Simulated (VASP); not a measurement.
Sr3Br2, 5 atoms in the cell. The structure is trigonal, space group P-3m1 (No. 164). Conventional cell: a = 4.849 Å, b = 4.849 Å, c = 7.544 Å, α = 90.00°, β = 90.00°, γ = 120.00°. Sr (site symmetry -3m) has 6 Br at 3.35 Å and 6 Sr at 3.87 Å within 4.4 Å. Sr (site symmetry 3m) has 4 Br at 2.92 to 3.02 Å and 6 Sr at 3.55 to 3.87 Å within 3.9 Å. Br (site symmetry 3m) has 7 Sr at 2.92 to 3.35 Å within 3.8 Å. 

* Program: VASP 6.6.1
* Task: relaxation of cell and atoms
* Functional: PBE
* Potentials or basis: VASP PAW PBE potentials, release 64 (Sr_sv, Br)
* Cutoff: 600 eV
* k mesh: 6 × 6 × 2
* Occupations: gaussian, width 0.1 eV
* Spin: no spin polarisation
* Dipole correction: no
* Further INCAR settings: ALGO = Normal; EDIFF = 1e-06; IBRION = 2; EDIFFG = -0.04; NSW = 90; ISIF = 3

Potentials or basis: VASP PAW PBE potentials, release 64 (Sr_sv, Br).

Launch:

```console
$ cat potpaw_PBE.64/Sr_sv/POTCAR potpaw_PBE.64/Br/POTCAR > POTCAR
$ mpirun -np 1 vasp_std > vasp.out
```

Hardware: 1 thread of AMD EPYC 9R45 96-Core Processor (Zen 5) (shared host).

How long does it take, and how much memory?

It took 14 min on 1 thread of AMD EPYC 9R45 96-Core Processor (Zen 5), on a shared host, peak memory 0.31 GiB. Counts: scf iterations 275, k points 14, ion steps 29.
